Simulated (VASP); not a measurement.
# GeOs2 (P6/mmm) in VASP: further runs

The runs below take GeOs2 through single point, relaxation of cell and atoms, with PBE.

Everything below comes from runs of VASP 6.6.1. Logs are shortened: lines on timing, memory, paths and dates and some standing lists are left out, and cuts for length are marked.

## (1) The cell of the first run

It takes space group P6/mmm (No. 191, hexagonal). Conventional cell: a = 4.346 Å, b = 4.346 Å, c = 2.824 Å, α = 90.00°, β = 90.00°, γ = 120.00°. Ge (site symmetry 6/mmm) has 2 Ge at 2.82 Å and 12 Os at 2.88 Å within 3.7 Å. Os (site symmetry -6m2) has 5 Os at 2.51 to 2.82 Å and 6 Ge at 2.88 Å within 3.3 Å.

## (2) Single point, PBE

Contents of INCAR:

```
PREC     = Accurate       # precision mode
ENCUT    = 520            # plane-wave cutoff, eV
EDIFF    = 1E-7           # SCF threshold, eV
ISMEAR   = 0              # smearing method
SIGMA    = 0.1            # smearing width, eV
LREAL    = False          # projectors in reciprocal space
LASPH    = True           # aspherical terms in the spheres
NELM     = 80             # most SCF steps
ALGO     = Normal         # electronic algorithm
ISIF     = 2              # what is computed and relaxed
LWAVE    = False          # write WAVECAR
LCHARG   = True           # write CHGCAR
GGA      = PE             # functional
LELF     = True           # ELF
LVHAR    = True         
NBANDS   = 22             # bands
```

Contents of KPOINTS:

```
Automatic mesh
0
Gamma
  6 6 4
```

Contents of POSCAR:

```
GeOs2
1.0
    4.3461558856      0.0000000000      0.0000000000
   -2.1730779428      3.7638814057      0.0000000000
    0.0000000000      0.0000000000      2.8241842950
Ge Os
1 2
Direct
    0.0000000000      0.0000000000      0.0000000000
    0.3333333333      0.6666666667      0.5000000000
    0.6666666667      0.3333333333      0.5000000000
```

Potentials or basis: VASP PAW PBE potentials, release 64 (Ge_d, Os).

The run is started by

```console
cat potpaw_PBE.64/Ge_d/POTCAR potpaw_PBE.64/Os/POTCAR > POTCAR
mpirun -np 1 vasp_std > vasp.out
```

OUTCAR:

```text
PREC = Accurate
   ENCUT = 520
   EDIFF = 1E-7
   ISMEAR = 0
   LREAL = False
   LASPH = True
   NELM = 80
   ISIF = 2
   GGA = PE

 ion  position               nearest neighbor table
   1  0.000  0.000  0.000-   2 2.88   3 2.88   2 2.88   3 2.88   2 2.88   2 2.88   3 2.88   3 2.88
                             3 2.88   3 2.88   2 2.88   2 2.88
   2  0.333  0.667  0.500-   3 2.51   3 2.51   3 2.51   1 2.88   1 2.88   1 2.88   1 2.88   1 2.88
                             1 2.88
   3  0.667  0.333  0.500-   2 2.51   2 2.51   2 2.51   1 2.88   1 2.88   1 2.88   1 2.88   1 2.88
                             1 2.88

  LATTYP: Found a hexagonal cell.
 ALAT       =     4.3461558856
 C/A-ratio  =     0.6498120107

  Lattice vectors:

 A1 = (   4.3461558856,   0.0000000000,   0.0000000000)
 A2 = (  -2.1730779428,   3.7638814057,   0.0000000000)
 A3 = (   0.0000000000,   0.0000000000,   2.8241842950)

Analysis of symmetry for initial positions (statically):
=====================================================================
 Subroutine PRICEL returns:
 Original cell was already a primitive cell.

 Routine SETGRP: Setting up the symmetry group for a
 hexagonal supercell.

 Subroutine GETGRP returns: Found 24 space group operations
 (whereof 24 operations were pure point group operations)
 out of a pool of 24 trial point group operations.

The static configuration has the point symmetry D_6h.

Analysis of symmetry for dynamics (positions and initial velocities):
=====================================================================
 Subroutine PRICEL returns:
 Original cell was already a primitive cell.

 Routine SETGRP: Setting up the symmetry group for a
 hexagonal supercell.

 Subroutine GETGRP returns: Found 24 space group operations
 (whereof 24 operations were pure point group operations)
 out of a pool of 24 trial point group operations.

The dynamic configuration has the point symmetry D_6h.

 Subroutine INISYM returns: Found 24 space group operations
 (whereof 24 operations are pure point group operations),
 and found     1 'primitive' translations

----------------------------------------------------------------------------------------

                                     Primitive cell

  volume of cell :      46.1992

  direct lattice vectors                    reciprocal lattice vectors
     4.346155886  0.000000000  0.000000000     0.230088388  0.132841593  0.000000000
    -2.173077943  3.763881406  0.000000000     0.000000000  0.265683185  0.000000000
     0.000000000  0.000000000  2.824184295     0.000000000  0.000000000  0.354084541

  length of vectors
     4.346155886  4.346155886  2.824184295     0.265683185  0.265683185  0.354084541

  position of ions in fractional coordinates (direct lattice)
     0.000000000  0.000000000  0.000000000
     0.333333333  0.666666667  0.500000000
     0.666666667  0.333333333  0.500000000

  ion indices of the primitive-cell ions
   primitive index   ion index
                 1           1
                 2           2
                 3           3

----------------------------------------------------------------------------------------

 KPOINTS: Automatic mesh

Automatic generation of k-mesh.
 Grid dimensions read from file:
 generate k-points for:    6    6    4

 Generating k-lattice:

  Cartesian coordinates                     Fractional coordinates (reciprocal lattice)
     0.038348065  0.022140265  0.000000000     0.166666667  0.000000000  0.000000000
     0.000000000  0.044280531  0.000000000     0.000000000  0.166666667  0.000000000
     0.000000000  0.000000000  0.088521135     0.000000000  0.000000000  0.250000000

  Length of vectors
     0.044280531  0.044280531  0.088521135

  Shift w.r.t. Gamma in fractional coordinates (k-lattice)
     0.000000000  0.000000000  0.000000000

 Subroutine IBZKPT returns following result:
 ===========================================

 Found     21 irreducible k-points:

 Following reciprocal coordinates:
            Coordinates               Weight
  0.000000  0.000000  0.000000      1.000000
  0.166667  0.000000  0.000000      6.000000
  0.333333  0.000000  0.000000      6.000000
  0.500000  0.000000  0.000000      3.000000
  0.166667  0.166667  0.000000      6.000000
  0.333333  0.166667  0.000000     12.000000
[... 13 lines left out ...]
  0.333333  0.166667  0.500000     12.000000
  0.333333  0.333333  0.500000      2.000000
   k-points           NKPTS =     21   k-points in BZ     NKDIM =     21   number of bands    NBANDS=     22
   number of dos      NEDOS =    301   number of ions     NIONS =      3
   total plane-waves  NPLWV =  24576
   dimension x,y,z NGX =    32 NGY =   32 NGZ =   24
   dimension x,y,z NGXF=    64 NGYF=   64 NGZF=   48
   ions per type =               1   2
   NGX,Y,Z   is equivalent  to a cutoff of  12.24, 12.24, 14.13 a.u.
   NGXF,Y,Z  is equivalent  to a cutoff of  24.48, 24.48, 28.26 a.u.
 SYSTEM =  unknown system
   PREC   = accura    normal or accurate (medium, high low for compatibility)
   ISTART =      0    job   : 0-new  1-cont  2-samecut
   ICHARG =      2    charge: 1-file 2-atom 10-const
   ISPIN  =      1    spin polarized calculation?
   LNONCOLLINEAR =      F non collinear calculations
   LSORBIT =      F    spin-orbit coupling
   LASPH  =      T    aspherical Exc in radial PAW
   ENCUT  =  520.0 eV  38.22 Ry    6.18 a.u.   8.08  8.08  5.25*2*pi/ulx,y,z
   NELM   =     80;   NELMIN=  2; NELMDL= -5     # of ELM steps
   EDIFF  = 0.1E-06   stopping-criterion for ELM
   LREAL  =      F    real-space projection
   EDIFFG = 0.1E-05   stopping-criterion for IOM
   NSW    =      0    number of steps for IOM
   IBRION =     -1    ionic relax: 0-MD 1-quasi-New 2-CG
   NFREE  =      0    steps in history (QN), initial steepest desc. (CG)
   ISIF   =      2    stress and relaxation
   ISYM   =      2    0-nonsym 1-usesym 2-fastsym
   POTIM  = 0.5000    time-step for ionic-motion
   TEBEG  =    0.0;   TEEND  =   0.0 temperature during run
   PSTRESS=    0.0 pullay stress
   NELECT =      30.0000    total number of electrons
   NUPDOWN=      -1.0000    fix difference up-down
   EMIN   =  10.00;   EMAX   =-10.00  energy-range for DOS
   EFERMI =   0.00;   METHOD = LEGACY
   ISMEAR =     0;   SIGMA  =   0.10  broadening in eV -4-tet -1-fermi 0-gaus
   EFERMI_NEDOS =   21; number of points for ismear=-14 and -15
   IALGO  =     38    algorithm
   IMIX   =      4    mixing-type and parameters
     AMIX     =   0.40;   BMIX     =  1.00
     AMIX_MAG =   1.60;   BMIX_MAG =  1.00
  volume/ion in A,a.u.               =      15.40       103.92
  Fermi-wavevector in a.u.,A,eV,Ry     =   1.417655  2.678979 27.344243  2.009745
  Thomas-Fermi vector in A             =   2.538862
   LORBIT       =      0    0 simple, 1 ext, 2 COOP (PROOUT), +10 PAW based schemes
   GGA     = PE    functional components
   LHFCALC =     F    Hartree Fock is set to
   AEXX    =    0.0000 exact exchange contribution
   IVDW    =     0    specifies the selected vdW correction
   LEPSILON=     F    determine dielectric tensor
   LRPA    =     F    only Hartree local field effects (RPA)
 non-spin polarized calculation
 Gauss-broadening in eV      SIGMA  =   0.10
  energy-cutoff  :      520.00
  volume of cell :       46.20
 maximum number of plane-waves:      1266
   NGX = 17   NGY = 17   NGZ = 11

 number of electron      29.9999978 magnetization

 Free energy of the ion-electron system (eV)
  ---------------------------------------------------
  ext. energy  EPLUGINS =         0.00000000
  ---------------------------------------------------
  free energy    TOTEN  =       -24.85363258 eV

  energy without entropy =      -24.83635729  energy(sigma->0) =      -24.84499493

 E-fermi :   8.6186     XC(G=0): -13.0794

 val. band max:        8.5352214260   @ k =   0.5000   0.0000   0.2500
 cond. band min:       8.6231220111   @ k =   0.3333   0.1667   0.5000
 fundamental gap:      0.0879005850
 Fermi energy:         8.6186383962

 k-point     1 :       0.0000    0.0000    0.0000
  band No.  band energies     occupation
      1     -16.7563      2.00000
      2     -16.6393      2.00000
      3     -16.6393      2.00000
      4     -16.6297      2.00000
      5     -16.6297      2.00000
      6      -4.1802      2.00000
[... 14 lines left out ...]
     21      13.2699      0.00000
     22      14.0898      0.00000

 k-point     2 :       0.1667    0.0000    0.0000
  band No.  band energies     occupation
      1     -16.7560      2.00000
      2     -16.6394      2.00000
      3     -16.6391      2.00000
      4     -16.6306      2.00000
      5     -16.6295      2.00000
      6      -3.8661      2.00000
[... 14 lines left out ...]
     21      14.7967      0.00000
     22      15.2268      0.00000

 k-point     3 :       0.3333    0.0000    0.0000
  band No.  band energies     occupation
      1     -16.7552      2.00000
      2     -16.6396      2.00000
      3     -16.6388      2.00000
      4     -16.6325      2.00000
      5     -16.6291      2.00000
      6      -3.1048      2.00000
[... 14 lines left out ...]
     21      15.9527      0.00000
     22      17.8347      0.00000

 k-point     4 :       0.5000    0.0000    0.0000
  band No.  band energies     occupation
      1     -16.7548      2.00000
      2     -16.6397      2.00000
      3     -16.6386      2.00000
      4     -16.6336      2.00000
      5     -16.6289      2.00000
      6      -2.6118      2.00000
[... 14 lines left out ...]
     21      17.6488      0.00000
     22      17.8638      0.00000

 k-point     5 :       0.1667    0.1667    0.0000
  band No.  band energies     occupation
      1     -16.7554      2.00000
      2     -16.6394      2.00000
      3     -16.6389      2.00000
      4     -16.6317      2.00000
      5     -16.6295      2.00000
      6      -3.3283      2.00000
[... 14 lines left out ...]
     21      15.6763      0.00000
     22      16.5892      0.00000

 k-point     6 :       0.3333    0.1667    0.0000
  band No.  band energies     occupation
      1     -16.7548      2.00000
      2     -16.6395      2.00000
      3     -16.6388      2.00000
      4     -16.6328      2.00000
      5     -16.6297      2.00000
      6      -2.6963      2.00000
[... 14 lines left out ...]
     21      16.5531      0.00000
     22      18.3898      0.00000

 k-point     7 :       0.3333    0.3333    0.0000
  band No.  band energies     occupation
      1     -16.7546      2.00000
      2     -16.6391      2.00000
      3     -16.6391      2.00000
      4     -16.6315      2.00000
      5     -16.6315      2.00000
      6      -2.5512      2.00000
[... 249 lines left out ...]
      6       0.1398      2.00000
[... 14 lines left out ...]
     21      13.9039      0.00000
     22      14.3134      0.00000

 k-point    18 :       0.5000    0.0000    0.5000
  band No.  band energies     occupation
      1     -16.6999      2.00000
      2     -16.6964      2.00000
      3     -16.6233      2.00000
      4     -16.6232      2.00000
      5     -16.6035      2.00000
      6      -0.0307      2.00000
[... 14 lines left out ...]
     21      13.1182      0.00000
     22      13.1986      0.00000

 k-point    19 :       0.1667    0.1667    0.5000
  band No.  band energies     occupation
      1     -16.6992      2.00000
      2     -16.6971      2.00000
      3     -16.6247      2.00000
      4     -16.6247      2.00000
      5     -16.6037      2.00000
      6       0.2059      2.00000
[... 14 lines left out ...]
     21      14.2526      0.00000
     22      15.0398      0.00000

 k-point    20 :       0.3333    0.1667    0.5000
  band No.  band energies     occupation
      1     -16.6993      2.00000
      2     -16.6969      2.00000
      3     -16.6233      2.00000
      4     -16.6232      2.00000
      5     -16.6035      2.00000
      6      -0.0862      2.00000
[... 14 lines left out ...]
     21      13.1326      0.00000
     22      14.4786      0.00000

 k-point    21 :       0.3333    0.3333    0.5000
  band No.  band energies     occupation
      1     -16.6980      2.00000
      2     -16.6980      2.00000
      3     -16.6228      2.00000
      4     -16.6228      2.00000
      5     -16.6035      2.00000
      6      -0.2223      2.00000
[... 14 lines left out ...]
     21      12.8846      0.00000
     22      16.1604      0.00000

------------------------ aborting loop because EDIFF is reached ----------------------------------------

  FORCE on cell =-STRESS in cart. coord.  units (eV):
  Direction    XX          YY          ZZ          XY          YZ          ZX
  --------------------------------------------------------------------------------------
  -------------------------------------------------------------------------------------
  Total       -0.0067088     -0.0067088      0.0282981     -0.0000000     -0.0000000      0.0000000
  in kB       -0.2326596     -0.2326596      0.9813735     -0.0000000     -0.0000000      0.0000000
  external PRESSURE =       0.1720181 kB  Pullay stress =       0.0000000 kB

 VOLUME and BASIS-vectors are now :
 -----------------------------------------------------------------------------
  energy-cutoff  :      520.00
  volume of cell :       46.20
      direct lattice vectors                 reciprocal lattice vectors
     4.346155886  0.000000000  0.000000000     0.230088388  0.132841593  0.000000000
    -2.173077943  3.763881406  0.000000000     0.000000000  0.265683185  0.000000000
     0.000000000  0.000000000  2.824184295     0.000000000  0.000000000  0.354084541

 POSITION                                       TOTAL-FORCE (eV/Angst)
 -----------------------------------------------------------------------------------
      0.00000      0.00000      0.00000        -0.000000      0.000000      0.000000
     -0.00000      2.50925      1.41209         0.000000      0.000000      0.000000
      2.17308      1.25463      1.41209         0.000000      0.000000      0.000000
 -----------------------------------------------------------------------------------
    total drift:                                0.000000     -0.000000      0.000000

  FREE ENERGIE OF THE ION-ELECTRON SYSTEM (eV)
  ---------------------------------------------------
  free  energy   TOTEN  =       -24.8536325750 eV

  energy  without entropy=      -24.8363572891  energy(sigma->0) =      -24.84499493
```

Run time: 9.8 s. Hardware: 1 thread of Intel Xeon 6975P-C (Granite Rapids), shared host; peak memory 0.17 GiB.

What came out:

| Item | Value |
| --- | --- |
| Free energy | -24.8536 eV |
| Pressure | 0.0 GPa |
| Band gap on the k mesh | zero (bands 15 and 16 overlap by 1.44 eV) |

Levels at points of the mesh, in eV from the Fermi level:
```tsv
k point	band 11	band 12	band 13	band 14	band 15	band 16	band 17	band 18	band 19	band 20
(0.00, 0.00, 0.00)	-2.95	-2.95	-1.45	-1.45	-1.15	0.89	0.89	4.10	4.10	4.65
(0.50, 0.00, 0.00)	-3.80	-2.51	-1.80	-1.53	0.05	0.33	1.00	1.40	3.62	7.75
(0.00, 0.00, 0.50)	-3.11	-2.85	-2.85	-2.25	-2.25	0.77	3.17	4.03	4.97	4.97
(0.50, 0.00, 0.50)	-4.02	-3.70	-1.02	-0.68	0.70	1.18	2.12	3.02	3.99	4.21
```

Caveat: the k points lie up to 0.56 Å⁻¹ apart, too coarse for converged energies and pressures of a metal; spin-orbit coupling is left out, which moves the levels of the heavy elements.

## (3) Single point, PBE

This run uses another cell than the first one, of 13.87 Å³/atom.

Contents of INCAR:

```
SYSTEM = GeOs2
ALGO = Normal ; EDIFF = 1E-6
ENCUT = 520 ; GGA = PE
ISIF = 2 ; ISMEAR = 0
LASPH = .TRUE. ; LCHARG = .TRUE.
LELF = .TRUE. ; LREAL = .FALSE.
LVHAR = .TRUE. ; LWAVE = .FALSE.
NBANDS = 22 ; NELM = 100
PREC = Accurate ; SIGMA = 0.1
```

Contents of KPOINTS:

```
k-points
0
G
  6 6 6
  0 0 0
```

Contents of POSCAR:

```
GeOs2
1.0
    3.5433871569      0.0000000000      0.0000000000
   -1.7716935785      3.0686632934      0.0000000000
    0.0000000000      0.0000000000      3.8259163655
Ge Os
1 2
Direct
    0.0000000000      0.0000000000      0.0000000000
    0.3333333333      0.6666666667      0.5000000000
    0.6666666667      0.3333333333      0.5000000000
```

Potentials or basis: VASP PAW PBE potentials, release 64 (Ge_d, Os).

The run is started by

```console
cat potpaw_PBE.64/Ge_d/POTCAR potpaw_PBE.64/Os/POTCAR > POTCAR
mpirun -np 1 vasp_std > vasp.out
```

It took 11 s on 1 thread of Intel Xeon 6975P-C (Granite Rapids), shared host; peak memory 0.17 GiB.

The run converged. Its results:

| Item | Value |
| --- | --- |
| Free energy | -16.8534 eV |
| Pressure | 140.0 GPa |
| Band gap on the k mesh | zero (bands 15 and 16 overlap by 2.45 eV) |

Stress tensor (GPa, compression positive):
```
197.53   0.00   0.00
  0.00 197.53   0.00
  0.00   0.00  24.83
```

Levels at points of the mesh, in eV from the Fermi level:
```
           k point  band 11  band 12  band 13  band 14  band 15  band 16  band 17  band 18  band 19  band 20
(0.00, 0.00, 0.00)    -5.20    -2.90    -2.90    -2.33    -0.25    -0.22    -0.22     2.63     4.09     4.09
(0.50, 0.00, 0.00)    -7.04    -5.33    -2.70    -1.95    -0.35     2.23     2.34     2.87     4.33     4.83
(0.00, 0.00, 0.50)    -4.67    -4.67    -2.85    -2.85    -2.03    -2.03     1.19     6.37     6.37     6.60
(0.50, 0.00, 0.50)    -5.45    -3.77    -2.73    -1.56    -1.02     1.21     2.06     2.39     3.99     4.24
```

Caveat: the cell stands under pressure; spin-orbit coupling is left out, which moves the levels of the heavy elements.

## (4) Single point, PBE

This run uses another cell than the first one, of 15.59 Å³/atom.

Contents of INCAR:

```
  PREC = Accurate
  ENCUT = 520
  EDIFF = 1E-7
  ISMEAR = 0
  SIGMA = 0.1
  LREAL = F
  LASPH = T
  NELM = 60
  ALGO = Normal
  ISIF = 2
  LWAVE = F
  LCHARG = T
  GGA = PE
  LELF = T
  LVHAR = T
  NBANDS = 22
```

Contents of KPOINTS:

```
Automatic mesh
0
Gamma
  6 6 6
```

Contents of POSCAR:

```
GeOs2
1.0
    4.3323733385      0.0000000000      0.0000000000
   -2.1661866693      3.7519453698      0.0000000000
    0.0000000000      0.0000000000      2.8773486949
Ge Os
1 2
Direct
    0.0000000000      0.0000000000      0.0000000000
    0.3333333333      0.6666666667      0.5000000000
    0.6666666667      0.3333333333      0.5000000000
```

The run is started by

```console
cat potpaw_PBE.64/Ge_d/POTCAR potpaw_PBE.64/Os/POTCAR > POTCAR
mpirun -np 1 vasp_std > vasp.out
```

Run time: 12 s. Hardware: 1 thread of Intel Xeon 6975P-C (Granite Rapids), shared host; peak memory 0.18 GiB.

It converged, with:

| Property | Result |
| --- | --- |
| Free energy | -24.5034 eV |
| Pressure | -0.1 GPa |
| Band gap on the k mesh | zero (bands 15 and 16 overlap by 1.56 eV) |

Stress tensor (GPa, compression positive):
```
-0.28  0.00  0.00
 0.00 -0.28  0.00
 0.00  0.00  0.19
```

Levels at points of the mesh, in eV from the Fermi level:
| k point | band 13 | band 14 | band 15 | band 16 | band 17 | band 18 |
| --- | --- | --- | --- | --- | --- | --- |
| (0.00, 0.00, 0.00) | -1.64 | -1.64 | -0.96 | 0.76 | 0.76 | 4.23 |
| (0.50, 0.00, 0.00) | -2.00 | -1.74 | 0.18 | 0.21 | 1.18 | 1.30 |
| (0.00, 0.00, 0.50) | -2.77 | -2.20 | -2.20 | 0.78 | 2.85 | 3.93 |
| (0.50, 0.00, 0.50) | -0.95 | -0.57 | 0.80 | 1.19 | 2.20 | 2.75 |

Caveat: the k points lie up to 0.36 Å⁻¹ apart, too coarse for converged energies and pressures of a metal; spin-orbit coupling is left out, which moves the levels of the heavy elements.

(Part 1 of 2 ends here.)
